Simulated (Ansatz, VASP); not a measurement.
## SiGe in VASP and in Ansatz

INCAR

```
ALGO = Normal
EDIFF = 1E-6
ENCUT = 520
GGA = PS
ISIF = 2
ISMEAR = 0
LASPH = T
LCHARG = T
LELF = T
LREAL = F
LVHAR = T
LWAVE = F
NBANDS = 26
NELM = 80
PREC = Accurate
SIGMA = 0.03
```

KPOINTS

```
k-points
0
Gamma
  12 12 6
```

Contents of POSCAR:

```
SiGe
1.0
    3.5702733612      0.0000000000      0.0000000000
   -1.7851366806      3.0919474293      0.0000000000
    0.0000000000      0.0000000000      7.0748536926
Si Ge
2 2
Direct
    0.6666666667      0.3333333333      0.8745463082
    0.3333333333      0.6666666667      0.3745463082
    0.6666666667      0.3333333333      0.5004526918
    0.3333333333      0.6666666667      0.0004526918
```

Input for Ansatz:

```yaml
crystal:
  lattice:
    - [3.5702733612, 0.0, 0.0]
    - [-1.7851366806, 3.0919474293, 0.0]
    - [0.0, 0.0, 7.0748536926]
  atoms:
    - { symbol: Si, position: [0.6666666667, 0.3333333333, 0.8745463082] }
    - { symbol: Si, position: [0.3333333333, 0.6666666667, 0.3745463082] }
    - { symbol: Ge, position: [0.6666666667, 0.3333333333, 0.5004526918] }
    - { symbol: Ge, position: [0.3333333333, 0.6666666667, 0.0004526918] }
basis:
  ecutwfc: 420
kpoints:
  mp_grid: { grid: [12, 12, 6] }
hamiltonian:
  xc: pbesol
  pseudopotentials: { kind: paw, azcp: { folder: soft_1 } }
scf:
  occupations: { method: gaussian, width: 0.03 }
output:
  forces: true
  stress: true
  eigenvalues: true
```

Alike in both runs: task single point; functional PBEsol; k mesh 12 × 12 × 6; occupations gaussian, width 0.03 eV; no spin polarisation.

```csv
,VASP,Ansatz
version,VASP 6.6.1,Ansatz 0.2.0
potentials or method,"VASP PAW PBE potentials, release 64 (Si, Ge_d), cutoff 520 eV","scalar-relativistic, plane waves, PAW"
valence electrons in the cell,36,36
```

Ansatz gave:

```
gap on the k mesh at the Fermi level (eV)                     : none
pressure (GPa)                                                : 12.5
traceless stress, the component that is largest in VASP (GPa) : -22.41
rms of the force components (eV/Å)                            : 0.948
```

Q: What did VASP give for the same quantities?

A: gap on the k mesh at the Fermi level (eV): none; pressure (GPa): 12.5; traceless stress, the component that is largest in VASP (GPa): -22.45; rms of the force components (eV/Å): 0.943.

VASP's potentials were made for PBE, not for PBEsol, and Ansatz warns of the same on its side. Atom by atom the forces differ by 0.005 eV/Å (rms over components). A gap of «none» marks a metal or a gap that the smearing closes. The functional is the same, so the differences come from potentials, cutoffs and numerics.
